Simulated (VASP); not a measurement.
**KP5: single point with PBE**

Crystal: KP5.

```xyz
6
Lattice="6.3760 0.0000 0.0000 -3.1880 5.5218 0.0000 0.0000 0.0000 3.2405" Properties=species:S:1:pos:R:3 pbc="T T T"
K     0.0000    0.0000    0.0000
P     3.1880    0.0000    1.6203
P     1.5940    2.7609    1.6203
P    -1.5940    2.7609    1.6203
P     0.0000    3.6812    0.0000
P     3.1880    1.8406    0.0000
```

* Program: VASP 6.6.1
* Task: single point
* Functional: PBE
* Potentials or basis: VASP PAW PBE potentials, release 64 (K_sv, P)
* Cutoff: 520 eV
* k mesh: 3 × 3 × 6
* Occupations: gaussian, width 0.1 eV
* Spin: no spin polarisation
* Dipole correction: no
* Further INCAR settings: ALGO = Normal; EDIFF = 1e-07; NBANDS = 26

* Pressure: 0.0 GPa
* Band gap on the k mesh: zero (band 17 reaches 6.75 eV, above the bottom of band 18 at 4.99 eV)

Stress tensor (GPa, compression positive):
```
-0.12  0.00  0.00
 0.00 -0.12  0.00
 0.00  0.00  0.22
```

Levels at points of the mesh, in eV from the Fermi level:
```csv
k point,band 13,band 14,band 15,band 16,band 17,band 18,band 19,band 20,band 21,band 22
"(0.00, 0.00, 0.00)",-0.86,-0.86,-0.52,0.65,0.65,0.67,1.51,1.51,1.60,1.95
"(0.00, 0.00, 0.50)",-3.04,-3.04,-1.90,-1.90,0.75,0.97,0.97,1.64,1.82,5.14
```

Run time: 19 s on 1 thread of Intel(R) Xeon(R) 6975P-C (Granite Rapids), with other jobs on the host, peak memory 0.21 GiB.

Caveat: the k points lie up to 0.38 Å⁻¹ apart.
